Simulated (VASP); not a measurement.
# SiMo3 (Pm-3n) in VASP: a series of runs, part 2 of 2

VASP 6.6.1. The steps go on from the part before.

**3. Single point, PBE (volume scaled by 0.88)**

Input file INCAR:

```
SYSTEM = SiMo3
PREC     = Accurate       ! precision mode
ENCUT    = 520            ! plane-wave cutoff, eV
EDIFF    = 1E-7           ! SCF threshold, eV
ISMEAR   = 0              ! smearing method
SIGMA    = 0.1            ! smearing width, eV
LREAL    = .False.        ! projectors in reciprocal space
LASPH    = .True.         ! aspherical terms in the spheres
NELM     = 100            ! most SCF steps
ALGO     = Normal         ! electronic algorithm
ISIF     = 2              ! what is computed and relaxed
LWAVE    = .False.        ! write WAVECAR
LCHARG   = .True.         ! write CHGCAR
GGA      = PE             ! functional
LELF     = .True.         ! ELF
LVHAR    = .True.       
NBANDS   = 56             ! bands
```

Input file KPOINTS:

```
regular mesh
0
Gamma
  8 8 8
  0 0 0
```

Input file POSCAR:

```
SiMo3
1.0
    4.7017757621      0.0000000000      0.0000000000
    0.0000000000      4.7017757621      0.0000000000
    0.0000000000      0.0000000000      4.7017757621
Si Mo
2 6
Direct
    0.0000000000      0.0000000000      0.0000000000
    0.5000000000      0.5000000000      0.5000000000
    0.2500000000      0.0000000000      0.5000000000
    0.5000000000      0.7500000000      0.0000000000
    0.7500000000      0.0000000000      0.5000000000
    0.5000000000      0.2500000000      0.0000000000
    0.0000000000      0.5000000000      0.7500000000
    0.0000000000      0.5000000000      0.2500000000
```

Potentials or basis: VASP PAW PBE potentials, release 64 (Si, Mo_sv).

Launch:

```bash
cat potpaw_PBE.64/Si/POTCAR potpaw_PBE.64/Mo_sv/POTCAR > POTCAR
mpirun -np 1 vasp_std > vasp.out
```

OUTCAR:

```text
SYSTEM = SiMo3
   PREC = Accurate
   ENCUT = 520
   EDIFF = 1E-7
   ISMEAR = 0
   LREAL = .False.
   LASPH = .True.
   NELM = 100
   ISIF = 2
   GGA = PE

 ion  position               nearest neighbor table
   1  0.000  0.000  0.000-   3 2.63   4 2.63   5 2.63   6 2.63   7 2.63   8 2.63   3 2.63   5 2.63
                             7 2.63   8 2.63   4 2.63   6 2.63
   2  0.500  0.500  0.500-   3 2.63   4 2.63   5 2.63   6 2.63   7 2.63   8 2.63   4 2.63   6 2.63
                             3 2.63   5 2.63   7 2.63   8 2.63
   3  0.250  0.000  0.500-   5 2.35   5 2.35   1 2.63   1 2.63   2 2.63   2 2.63   8 2.88   4 2.88
                             4 2.88   6 2.88   6 2.88   7 2.88   8 2.88   7 2.88
   4  0.500  0.750  0.000-   6 2.35   6 2.35   1 2.63   2 2.63   2 2.63   1 2.63   8 2.88   5 2.88
                             3 2.88   5 2.88   3 2.88   7 2.88   7 2.88   8 2.88
   5  0.750  0.000  0.500-   3 2.35   3 2.35   1 2.63   1 2.63   2 2.63   2 2.63   8 2.88   4 2.88
                             4 2.88   6 2.88   6 2.88   7 2.88   8 2.88   7 2.88
   6  0.500  0.250  0.000-   4 2.35   4 2.35   1 2.63   2 2.63   2 2.63   1 2.63   8 2.88   3 2.88
                             3 2.88   5 2.88   5 2.88   7 2.88   7 2.88   8 2.88
   7  0.000  0.500  0.750-   8 2.35   8 2.35   1 2.63   2 2.63   1 2.63   2 2.63   3 2.88   4 2.88
                             5 2.88   3 2.88   5 2.88   6 2.88   4 2.88   6 2.88
   8  0.000  0.500  0.250-   7 2.35   7 2.35   1 2.63   2 2.63   1 2.63   2 2.63   3 2.88   4 2.88
                             5 2.88   3 2.88   5 2.88   6 2.88   4 2.88   6 2.88

  LATTYP: Found a simple cubic cell.
 ALAT       =     4.7017757621

  Lattice vectors:

 A1 = (   4.7017757621,   0.0000000000,   0.0000000000)
 A2 = (   0.0000000000,   4.7017757621,   0.0000000000)
 A3 = (   0.0000000000,   0.0000000000,   4.7017757621)

Analysis of symmetry for initial positions (statically):
=====================================================================
 Subroutine PRICEL returns:
 Original cell was already a primitive cell.

 Routine SETGRP: Setting up the symmetry group for a
 simple cubic supercell.

 Subroutine GETGRP returns: Found 48 space group operations
 (whereof 24 operations were pure point group operations)
 out of a pool of 48 trial point group operations.

The static configuration has the point symmetry T_h .
 The point group associated with its full space group is O_h .

Analysis of symmetry for dynamics (positions and initial velocities):
=====================================================================
 Subroutine PRICEL returns:
 Original cell was already a primitive cell.

 Routine SETGRP: Setting up the symmetry group for a
 simple cubic supercell.

 Subroutine GETGRP returns: Found 48 space group operations
 (whereof 24 operations were pure point group operations)
 out of a pool of 48 trial point group operations.

The dynamic configuration has the point symmetry T_h .
 The point group associated with its full space group is O_h .

 Subroutine INISYM returns: Found 48 space group operations
 (whereof 24 operations are pure point group operations),
 and found     1 'primitive' translations

----------------------------------------------------------------------------------------

                                     Primitive cell

  volume of cell :     103.9407

  direct lattice vectors                    reciprocal lattice vectors
     4.701775762  0.000000000  0.000000000     0.212685600  0.000000000  0.000000000
     0.000000000  4.701775762  0.000000000     0.000000000  0.212685600  0.000000000
[... 82 lines left out ...]
   dimension x,y,z NGX =    36 NGY =   36 NGZ =   36
   dimension x,y,z NGXF=    72 NGYF=   72 NGZF=   72
   ions per type =               2   6
   NGX,Y,Z   is equivalent  to a cutoff of  12.73, 12.73, 12.73 a.u.
   NGXF,Y,Z  is equivalent  to a cutoff of  25.46, 25.46, 25.46 a.u.
 SYSTEM =  SiMo3
   PREC   = accura    normal or accurate (medium, high low for compatibility)
   ISTART =      0    job   : 0-new  1-cont  2-samecut
   ICHARG =      2    charge: 1-file 2-atom 10-const
   ISPIN  =      1    spin polarized calculation?
   LNONCOLLINEAR =      F non collinear calculations
   LSORBIT =      F    spin-orbit coupling
   LASPH  =      T    aspherical Exc in radial PAW
   ENCUT  =  520.0 eV  38.22 Ry    6.18 a.u.   8.74  8.74  8.74*2*pi/ulx,y,z
   NELM   =    100;   NELMIN=  2; NELMDL= -5     # of ELM steps
   EDIFF  = 0.1E-06   stopping-criterion for ELM
   LREAL  =      F    real-space projection
   EDIFFG = 0.1E-05   stopping-criterion for IOM
   NSW    =      0    number of steps for IOM
   IBRION =     -1    ionic relax: 0-MD 1-quasi-New 2-CG
   NFREE  =      0    steps in history (QN), initial steepest desc. (CG)
   ISIF   =      2    stress and relaxation
   ISYM   =      2    0-nonsym 1-usesym 2-fastsym
   POTIM  = 0.5000    time-step for ionic-motion
   TEBEG  =    0.0;   TEEND  =   0.0 temperature during run
   PSTRESS=    0.0 pullay stress
   NELECT =      92.0000    total number of electrons
   NUPDOWN=      -1.0000    fix difference up-down
   EMIN   =  10.00;   EMAX   =-10.00  energy-range for DOS
   EFERMI =   0.00;   METHOD = LEGACY
   ISMEAR =     0;   SIGMA  =   0.10  broadening in eV -4-tet -1-fermi 0-gaus
   EFERMI_NEDOS =   21; number of points for ismear=-14 and -15
   IALGO  =     38    algorithm
   IMIX   =      4    mixing-type and parameters
     AMIX     =   0.40;   BMIX     =  1.00
     AMIX_MAG =   1.60;   BMIX_MAG =  1.00
  volume/ion in A,a.u.               =      12.99        87.68
  Fermi-wavevector in a.u.,A,eV,Ry     =   1.571842  2.970350 33.615737  2.470687
  Thomas-Fermi vector in A             =   2.673365
   LORBIT       =      0    0 simple, 1 ext, 2 COOP (PROOUT), +10 PAW based schemes
   GGA     = PE    functional components
   LHFCALC =     F    Hartree Fock is set to
   AEXX    =    0.0000 exact exchange contribution
   IVDW    =     0    specifies the selected vdW correction
   LEPSILON=     F    determine dielectric tensor
   LRPA    =     F    only Hartree local field effects (RPA)
 non-spin polarized calculation
 Gauss-broadening in eV      SIGMA  =   0.10
  energy-cutoff  :      520.00
  volume of cell :      103.94
 maximum number of plane-waves:      2829
 NGX is ok and might be reduce to    36
   NGX = 17   NGY = 17   NGZ = 17

 number of electron      91.9999988 magnetization

 Free energy of the ion-electron system (eV)
  ---------------------------------------------------
  ext. energy  EPLUGINS =         0.00000000
  ---------------------------------------------------
  free energy    TOTEN  =       -77.28194181 eV

  energy without entropy =      -77.26196024  energy(sigma->0) =      -77.27195102

 E-fermi :  14.7103     XC(G=0): -13.7535

 val. band max:       14.7011979164   @ k =   0.3750   0.2500   0.0000
 cond. band min:      14.7239043645   @ k =   0.5000   0.2500   0.1250
 fundamental gap:      0.0227064481
 Fermi energy:        14.7103323477

 k-point     1 :       0.0000    0.0000    0.0000
  band No.  band energies     occupation
      1     -46.6451      2.00000
      2     -46.4548      2.00000
      3     -46.4548      2.00000
      4     -45.9665      2.00000
      5     -45.9665      2.00000
      6     -45.9665      2.00000
[... 1405 lines left out ...]
     55      17.2305      0.00000
     56      17.6419      0.00000

 [... further k-points ...]

------------------------ aborting loop because EDIFF is reached ----------------------------------------

  FORCE on cell =-STRESS in cart. coord.  units (eV):
  Direction    XX          YY          ZZ          XY          YZ          ZX
  --------------------------------------------------------------------------------------
  -------------------------------------------------------------------------------------
  Total       27.6630410     27.6630410     27.6630410     -0.0000000      0.0000000      0.0000000
  in kB      426.4074307    426.4074307    426.4074307     -0.0000000      0.0000000      0.0000000
  external PRESSURE =     426.4074307 kB  Pullay stress =       0.0000000 kB

 VOLUME and BASIS-vectors are now :
 -----------------------------------------------------------------------------
  energy-cutoff  :      520.00
  volume of cell :      103.94
      direct lattice vectors                 reciprocal lattice vectors
     4.701775762  0.000000000  0.000000000     0.212685600  0.000000000  0.000000000
     0.000000000  4.701775762  0.000000000     0.000000000  0.212685600  0.000000000
     0.000000000  0.000000000  4.701775762     0.000000000  0.000000000  0.212685600

 POSITION                                       TOTAL-FORCE (eV/Angst)
 -----------------------------------------------------------------------------------
      0.00000      0.00000      0.00000        -0.000000     -0.000000      0.000000
      2.35089      2.35089      2.35089        -0.000000     -0.000000      0.000000
      1.17544      0.00000      2.35089        -0.000000     -0.000000     -0.000000
      2.35089      3.52633      0.00000         0.000000     -0.000000     -0.000000
      3.52633      0.00000      2.35089         0.000000      0.000000      0.000000
      2.35089      1.17544      0.00000        -0.000000      0.000000      0.000000
      0.00000      2.35089      3.52633        -0.000000      0.000000     -0.000000
      0.00000      2.35089      1.17544         0.000000     -0.000000      0.000000
 -----------------------------------------------------------------------------------
    total drift:                                0.000000      0.000000     -0.000000

  FREE ENERGIE OF THE ION-ELECTRON SYSTEM (eV)
  ---------------------------------------------------
  free  energy   TOTEN  =       -77.2819418068 eV

  energy  without entropy=      -77.2619602350  energy(sigma->0) =      -77.27195102
```

Wall time 80 s (1 thread of Intel Xeon 6975P-C (Granite Rapids), shared host); peak memory 0.29 GiB.

What came out:

```
Free energy            : -77.2819 eV
Pressure               : 42.6 GPa
Band gap on the k mesh : zero (band 46 reaches 16.15 eV, above the bottom of band 47 at 13.52 eV)
```

Caveat: the cell differs from its parent crystal (volume scaled by 0.88).

**4. Relaxation of cell and atoms, PBE**

This run uses another cell than the first one, of 14.61 Å³/atom, 1.020 times its volume.

Input file INCAR:

```
SYSTEM = SiMo3
PREC = Accurate
ENCUT = 600
EDIFF = 1E-6
ISMEAR = 0
SIGMA = 0.1
LREAL = .False.
LASPH = .True.
NELM = 100
ALGO = Normal
ISIF = 3
LWAVE = .False.
LCHARG = .False.
GGA = PE
IBRION = 2
NSW = 100
EDIFFG = -0.005
```

KPOINTS is that of step 3.

POSCAR: that of step 3 with these lines changed.

```diff
@@ -2,5 +2,5 @@
 1.0
-    4.7017757621      0.0000000000      0.0000000000
-    0.0000000000      4.7017757621      0.0000000000
-    0.0000000000      0.0000000000      4.7017757621
+    4.8890000000      0.0000000000      0.0000000000
+    0.0000000000      4.8890000000      0.0000000000
+    0.0000000000      0.0000000000      4.8890000000
 Si Mo
```

Launch:

```bash
cat potpaw_PBE.64/Si/POTCAR potpaw_PBE.64/Mo_sv/POTCAR > POTCAR
mpirun -np 1 vasp_std > vasp.out
```

Wall time 12 min (1 thread of Intel Xeon Platinum 8375C at 2.90GHz (Ice Lake), shared host); peak memory 0.37 GiB.

It converged, with:

```
Free energy                            : -78.9964 eV
Relaxed volume                         : 14.79 Å³/atom
Relaxed cell                           : a = 4.909 Å, b = 4.909 Å, c = 4.909 Å, α = 90.00°, β = 90.00°, γ = 90.00°
Space group after relaxing (to 0.05 Å) : Pm-3n (No. 223)
Energy gained by relaxing              : 1.7 meV/atom
Ionic steps                            : 3
Pressure after relaxing                : 0.0 GPa
Band gap on the k mesh                 : zero (band 46 reaches 13.80 eV, above the bottom of band 47 at 11.37 eV)
```

Step by step:
```tsv
step	energy change (eV)	largest force (eV/Å)	pressure (GPa)	volume (Å³)
1	0.0000	0.0000	3.14	116.86
2	0.0611	0.0000	-6.76	121.76
3	-0.0139	0.0000	-0.04	118.31
```

Final structure:
```
Si Mo
1.0
     4.90920    0.00000    0.00000
     0.00000    4.90920    0.00000
     0.00000    0.00000    4.90920
Si Mo
2 6
Direct
  0.00000 0.00000 0.00000
  0.50000 0.50000 0.50000
  0.25000 0.00000 0.50000
  0.50000 0.75000 0.00000
  0.75000 0.00000 0.50000
  0.50000 0.25000 0.00000
  0.00000 0.50000 0.75000
  0.00000 0.50000 0.25000
```

Levels at points of the mesh, in eV from the Fermi level:
```
           k point  band 44  band 45  band 46  band 47  band 48  band 49
(0.00, 0.00, 0.00)    -1.55     1.22     1.22     1.22     1.97     2.31
(0.50, 0.00, 0.00)    -1.70     0.21     0.21     0.91     0.91     1.47
(0.50, 0.50, 0.00)    -0.88    -0.88    -0.79    -0.69    -0.49    -0.13
(0.50, 0.50, 0.50)    -1.21    -1.21    -1.21    -1.21    -1.21     1.23
```

**5. The runs side by side**

| task | cell | cutoff (eV) | gap on the mesh (eV) | pressure (GPa) |
| --- | --- | --- | --- | --- |
| single point | a = 4.857 Å, 8 atoms | 520 | none | 8.6 |
| single point | a = 4.702 Å, 8 atoms | 520 | none | 42.6 |
| relaxation of cell and atoms | relaxed from a = 4.889 Å, 8 atoms | 600 | none | 0.0 |

Alike in all rows: level PBE; potentials or basis VASP PAW PBE potentials, release 64 (Si, Mo_sv); no spin polarisation; k mesh 8 × 8 × 8; smearing gaussian 0.1 eV.

Absolute energies hang on the potentials; compare differences alone.
